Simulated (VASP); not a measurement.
Runs of VASP 6.6.1 on P. The structure is that of space group Pm-3m (No. 221), or close to it. The cells are those of the table. This isn't the form of P at room conditions, which is orthorhombic.

```tsv
cell	gap on the mesh (eV)	pressure (GPa)
a = 2.437 Å, 1 atom	none	-0.7
a = 2.456, b = 2.456, c = 2.364 Å, 1 atom	none	(b)
a = 2.438, b = 2.438, c = 2.413 Å, 1 atom	none	(a)
a = 2.439, b = 2.439, c = 2.389 Å, 1 atom	none	1.9
a = 2.443, b = 2.443, c = 2.413 Å, 1 atom	none	0.0
a = 2.441, b = 2.441, c = 2.364 Å, 1 atom	none	3.2
a = 2.450, b = 2.450, c = 2.389 Å, 1 atom	none	0.7
```

Alike in all rows: task single point; level r2SCAN; potentials or basis VASP PAW PBE potentials, release 64 (P); no spin polarisation; k mesh 22 × 22 × 22; cutoff (eV) 520; smearing gaussian 0.1 eV.

**Question.** Fill in the values left out.

**Answer.** (a) 0.5; (b) 1.7.

Caveats: the PAW data sets were made with another functional, which shifts forces and pressure a little; an odd number of electrons without spin polarisation forces a metal; a magnetic or distorted state may lie lower; the stress differs along the axes, from -2 to 10 GPa (at least some runs); the stress differs along the axes, from -0 to 6 GPa (at least some runs); the stress differs along the axes, from -0 to 10 GPa (at least some runs); the stress differs along the axes, from -2 to 6 GPa (at least some runs).

A gap of «none» marks levels without a gap at the run's occupations.
